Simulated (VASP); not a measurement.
A run of VASP 6.6.1 is set up as follows.

INCAR

```
SYSTEM = BPd4
PREC     = Accurate       ! precision mode
ENCUT    = 540            ! plane-wave cutoff, eV
EDIFF    = 1E-6           ! SCF threshold, eV
ISMEAR   = 0              ! smearing method
SIGMA    = 0.1            ! smearing width, eV
LREAL    = .FALSE.        ! projectors in reciprocal space
LASPH    = .TRUE.         ! aspherical terms in the spheres
NELM     = 120            ! most SCF steps
ALGO     = Normal         ! electronic algorithm
ISIF     = 2              ! what is computed and relaxed
LWAVE    = .FALSE.        ! write WAVECAR
LCHARG   = .FALSE.        ! write CHGCAR
GGA      = PE             ! functional
NBANDS   = 46             ! bands
GGA_COMPAT= .FALSE.
```

File KPOINTS:

```
regular mesh
0
G
  10 10 10
  0 0 0
```

POSCAR

```
BPd4
1.0
   -2.6856007141      2.6856007141      2.6856007141
    2.6856007141     -2.6856007141      2.6856007141
    2.6856007141      2.6856007141     -2.6856007141
B Pd
1 4
Direct
    0.0000000000      0.0000000000      0.0000000000
    0.4332347660      0.4332347660      0.4332347660
    0.5667652340      0.0000000000      0.0000000000
    0.0000000000      0.0000000000      0.5667652340
    0.0000000000      0.5667652340      0.0000000000
```

Potentials or basis: VASP PAW PBE potentials, release 64 (B, Pd_sv_GW).

The run is started by

```bash
$ cat potpaw_PBE.64/B/POTCAR potpaw_PBE.64/Pd_sv_GW/POTCAR > POTCAR
$ mpirun -np 1 vasp_std > vasp.out
```

(1) Predict the largest force.

(2) What does it give for the pressure?

## Answers

(1) 0.009 eV/Å.

(2) -2.2 GPa.
